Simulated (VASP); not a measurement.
Here is a VASP 6.6.1 calculation.

Contents of INCAR:

```
SYSTEM = Te
ALGO     = Normal         ! electronic algorithm
EDIFF    = 1E-6           ! SCF threshold, eV
ENCUT    = 520            ! plane-wave cutoff, eV
GGA      = PS             ! functional
ISIF     = 2              ! what is computed and relaxed
ISMEAR   = -1             ! smearing method
LASPH    = .TRUE.         ! aspherical terms in the spheres
LCHARG   = .FALSE.        ! write CHGCAR
LREAL    = .FALSE.        ! projectors in reciprocal space
LWAVE    = .FALSE.        ! write WAVECAR
NBANDS   = 13             ! bands
NELM     = 80             ! most SCF steps
PREC     = Accurate       ! precision mode
SIGMA    = 0.1            ! smearing width, eV
```

Contents of KPOINTS:

```
k-points
0
G
  13 13 13
  0 0 0
```

POSCAR

```
Te
1.0
    0.0000000000      3.5299039499      3.5299039499
    3.5299039499      0.0000000000      3.5299039499
    3.5299039499      3.5299039499      0.0000000000
Te
2
Direct
    0.1250000000      0.1250000000      0.1250000000
    0.8750000000      0.8750000000      0.8750000000
```

Potentials or basis: VASP PAW PBE potentials, release 64 (Te).

Run with:

```sh
$ cat potpaw_PBE.64/Te/POTCAR > POTCAR
$ mpirun -np 1 vasp_std > vasp.out
```

What does it give for the band gap on the k mesh?

Zero (bands 6 and 7 overlap by 0.96 eV).

Predict the pressure.

0.0 GPa.

Caveat: the PAW data sets were made with another functional, which shifts forces and pressure a little; spin-orbit coupling is left out, which moves the levels of the heavy elements.
